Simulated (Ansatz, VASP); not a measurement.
Bi2Se3 in VASP and in Ansatz

The input INCAR:

```
SYSTEM = Bi2Se3
PREC     = Accurate       ! precision mode
ENCUT    = 520            ! plane-wave cutoff, eV
EDIFF    = 1E-6           ! SCF threshold, eV
ISMEAR   = -1             ! smearing method
SIGMA    = 0.03           ! smearing width, eV
LREAL    = .FALSE.        ! projectors in reciprocal space
LASPH    = .TRUE.         ! aspherical terms in the spheres
NELM     = 60             ! most SCF steps
ALGO     = Normal         ! electronic algorithm
ISIF     = 2              ! what is computed and relaxed
LWAVE    = .FALSE.        ! write WAVECAR
LCHARG   = .FALSE.        ! write CHGCAR
GGA      = PS             ! functional
NBANDS   = 32             ! bands
```

File KPOINTS:

```
regular mesh
0
G
  6 6 6
  0 0 0
```

File POSCAR:

```
Bi2Se3
1.0
    2.0714992968      1.1959806766      9.2589701000
   -2.0714992968      1.1959806766      9.2589701000
    0.0000000000     -2.3919613533      9.2589701000
Bi Se
2 3
Direct
    0.4008000000      0.4008000000      0.4008000000
    0.5992000000      0.5992000000      0.5992000000
    0.0000000000      0.0000000000      0.0000000000
    0.2117000000      0.2117000000      0.2117000000
    0.7883000000      0.7883000000      0.7883000000
```

Input for Ansatz:

```yaml
crystal:
  lattice:
    - [2.0714992968, 1.1959806766, 9.2589701]
    - [-2.0714992968, 1.1959806766, 9.2589701]
    - [0.0, -2.3919613533, 9.2589701]
  atoms:
    - { symbol: Bi, position: [0.4008, 0.4008, 0.4008] }
    - { symbol: Bi, position: [0.5992, 0.5992, 0.5992] }
    - { symbol: Se, position: [0.0, 0.0, 0.0] }
    - { symbol: Se, position: [0.2117, 0.2117, 0.2117] }
    - { symbol: Se, position: [0.7883, 0.7883, 0.7883] }
kpoints:
  mp_grid: { grid: [6, 6, 6] }
  band_path:
    path:
      - [0.0, 0.0, 0.0]
      - [0.5, 0.5, 0.5]
      - [0.8222100832, 0.1777899168, 0.5]
      - [0.5, -0.1777899168, 0.1777899168]
      - [0.5, 0.0, 0.0]
      - [0.0, 0.0, 0.0]
      - [0.3388949584, -0.3388949584, 0.0]
      - [0.6611050416, 0.0, 0.3388949584]
      - [0.5, 0.0, 0.5]
    npoints: 5
scf:
  occupations: { method: fermi_dirac, width: 0.03 }
hamiltonian:
  xc: pbesol
  pseudopotentials: { kind: all_electron, lapw: { basis_error: 0.0005 } }
output:
  forces: true
  stress: true
  eigenvalues: true
```

Change from the starting cell: zz strain of -3 %.

Alike in both runs: task single point; functional PBEsol; k mesh 6 × 6 × 6; occupations fermi-dirac, width 0.03 eV; no spin polarisation.

|  | VASP | Ansatz |
| --- | --- | --- |
| version | VASP 6.6.1 | Ansatz 0.2.0 |
| potentials or method | VASP PAW PBE potentials, release 64 (Bi_d, Se), cutoff 520 eV | all-electron LAPW, scalar-relativistic |

VASP gave:

```
pressure (GPa)                                                : 1.7
traceless stress, the component that is largest in VASP (GPa) : 0.75
rms of the force components (eV/Å)                            : 0.173
```

Estimate Ansatz's values.

pressure (GPa): 1.7; traceless stress, the component that is largest in VASP (GPa): 0.75; rms of the force components (eV/Å): 0.166.

VASP's potentials were made for PBE, not for PBEsol. Atom by atom the forces differ by 0.008 eV/Å (rms over components). Ansatz ran all-electron here, and VASP with PAW potentials.

Neither program's run includes spin-orbit coupling.
